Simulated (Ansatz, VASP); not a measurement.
# Two plane-wave programs on Ge

```
CELL_PARAMETERS angstrom
1.31332 -2.60052 0.00000
1.31332 2.60052 0.00000
0.00000 0.00000 2.69823
ATOMIC_POSITIONS crystal
Ge 0.50000 0.50000 0.00000
```

Change from the starting cell: strain -0.0600 x Voigt [1, 0, 0, 0, 0, 0], atoms carried along.

Alike in both runs: task single point; functional PBEsol; k mesh 20 × 20 × 18; occupations gaussian, width 0.15 eV; no spin polarisation.

|  | VASP | Ansatz |
| --- | --- | --- |
| version | VASP 6.6.1 | Ansatz 0.2.0 |
| potentials or method | VASP PAW PBE potentials, release 64 (Ge_d), cutoff 520 eV | scalar-relativistic, plane waves, PAW |
| valence electrons in the cell | 14 | 14 |

|  | VASP | Ansatz | Ansatz less VASP |
| --- | --- | --- | --- |
| gap on the k mesh at the Fermi level (eV) | none | none | - |
| pressure (GPa) | 0.8 | 1.0 | +0.14 |
| traceless stress, the component that is largest in VASP (GPa) | 6.70 | 6.71 | +0.012 |

VASP's potentials were made for PBE, not for PBEsol. A gap of «none» marks a metal or a gap that the smearing closes. With one functional, cell and mesh, what is left measures potentials, basis and numerics.
